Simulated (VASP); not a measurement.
# Ge: single point with PBE+D3(BJ)

The system is Ge.

```
Ge
1.0
     0.00000    2.72426    2.72426
     2.72426    0.00000    2.72426
     2.72426    2.72426    0.00000
Ge
2
Direct
  0.50000 0.50000 0.50000
  0.75000 0.75000 0.75000
```

```json
{"Program": "VASP 6.6.1", "Task": "single point", "Functional": "PBE", "Dispersion": "D3(BJ)", "Potentials or basis": "VASP PAW PBE potentials, release 64 (Ge_d)", "Cutoff": "520 eV", "k mesh": "12 × 12 × 12", "Occupations": "gaussian, width 0.1 eV", "Spin": "collinear spin, ferromagnetic start", "Starting moments": "[2.0, 4.0] μB"}
```

* Pressure: 11.9 GPa
* Band gap on the k mesh: 0.39 eV, indirect (least direct gap 1.11 eV)
* Net moment: 0.00 μB per cell
* Valence electrons inside the program's atomic spheres: Ge 12.56
* Dispersion energy per atom: -0.334 eV

Levels at points of the mesh, in eV from the valence-band top:
Spin up:
```tsv
k point	band 12	band 13	band 14	band 15	band 16	band 17
(0.00, 0.00, 0.00)	0.00	0.00	0.00	1.11	2.59	2.59
(0.50, 0.00, 0.00)	-8.19	-1.59	-1.59	0.55	3.79	3.79
(0.50, 0.50, 0.00)	-9.35	-3.50	-3.50	0.58	0.58	10.49
```
Spin down:
```csv
k point,band 12,band 13,band 14,band 15,band 16,band 17
"(0.00, 0.00, 0.00)",0.00,0.00,0.00,1.11,2.59,2.59
"(0.50, 0.00, 0.00)",-8.19,-1.59,-1.59,0.55,3.79,3.79
"(0.50, 0.50, 0.00)",-9.35,-3.50,-3.50,0.58,0.58,10.49
```

It took 69 s on 1 thread of Intel(R) Xeon(R) 6975P-C (Granite Rapids) (shared host), peak memory 0.25 GiB.

A k mesh can miss the band edges.
